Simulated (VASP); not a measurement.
TaN: single point with PBEsol

The system is TaN.

```
CELL_PARAMETERS angstrom
3.25003 0.00000 0.00000
-1.62501 2.81461 0.00000
0.00000 0.00000 5.58420
ATOMIC_POSITIONS crystal
Ta 0.33333 0.66667 0.03010
Ta 0.66667 0.33333 0.53010
N 0.33333 0.66667 0.35490
N 0.66667 0.33333 0.85490
```

This cell differs from its parent crystal: volume 12.770 Å^3 an atom, c/a of the conventional cell 1.7182.

| Quantity | Value |
| --- | --- |
| Program | VASP 6.6.1 |
| Task | single point |
| Functional | PBEsol |
| Potentials or basis | VASP PAW PBE potentials, release 64 (Ta_pv, N) |
| Cutoff | 520 eV |
| k mesh | 18 × 18 × 8 |
| Occupations | gaussian, width 0.15 eV |
| Spin | no spin polarisation |

The pressure is 13.3 GPa. The largest force is 3.773 eV/Å. The band gap on the k mesh is zero (band 16 reaches 7.22 eV, above the bottom of band 17 at 6.28 eV).

Forces in eV/Å, atoms in the order of the input:
```
Ta   0.000  0.000 -3.773
Ta   0.000  0.000 -3.773
N    0.000  0.000  3.773
N    0.000  0.000  3.773
```

Stress tensor (GPa, compression positive):
```
-7.08  0.00  0.00
 0.00 -7.08  0.00
 0.00  0.00 54.16
```

Levels at points of the mesh, in eV from the Fermi level:
```
           k point  band 12  band 13  band 14  band 15  band 16  band 17  band 18  band 19  band 20  band 21
(0.00, 0.00, 0.00)    -6.17    -4.94    -4.94    -1.06    -0.59    -0.30    -0.30     1.93     1.93     3.29
(0.50, 0.00, 0.00)    -5.92    -4.87    -3.93    -2.37    -0.27     1.72     2.18     2.66     2.88     3.41
(0.00, 0.00, 0.50)    -5.66    -5.66    -5.66     0.64     0.64     0.95     0.95     0.95     0.95     4.83
(0.50, 0.00, 0.50)    -5.61    -5.36    -5.36    -0.46    -0.46     1.95     1.95     2.91     2.91     4.54
```

Run time: 110 s on 1 thread of Intel(R) Xeon(R) Platinum 8488C (Sapphire Rapids), on a shared host, peak memory 0.31 GiB.

Caveat: the PAW data sets were made with another functional, which shifts forces and pressure a little; spin-orbit coupling is left out, which moves the levels of the heavy elements.
